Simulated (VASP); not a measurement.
Au, 2 atoms in the cell. It takes space group Cmcm (No. 63, orthorhombic). Conventional cell: a = 2.865 Å, b = 4.963 Å, c = 4.791 Å, α = 90.00°, β = 90.00°, γ = 90.00°. Au (site symmetry m2m) has 14 Au at 2.79 to 3.51 Å within 3.7 Å. 

| Item | Value |
| --- | --- |
| Program | VASP 6.6.1 |
| Task | single point |
| Functional | PBEsol |
| Potentials or basis | VASP PAW PBE potentials, release 64 (Au) |
| Cutoff | 520 eV |
| k mesh | 18 × 18 × 10 |
| Occupations | gaussian, width 0.15 eV |
| Spin | no spin polarisation |
| Dipole correction | no |
| Further INCAR settings | ALGO = Fast; EDIFF = 1e-06; NBANDS = 18 |

Potentials or basis: VASP PAW PBE potentials, release 64 (Au).

Command:

```console
$ cat potpaw_PBE.64/Au/POTCAR > POTCAR
$ mpirun -np 1 vasp_std > vasp.out
```

Hardware: 1 thread of Intel(R) Xeon(R) Platinum 8488C (Sapphire Rapids), with other jobs on the host.

Question: Estimate the wall time of this run.

Answer: Wall time 2.4 min on 1 thread of Intel(R) Xeon(R) Platinum 8488C (Sapphire Rapids) (shared host), peak memory 0.37 GiB. Counts: scf iterations 12, k points 546.
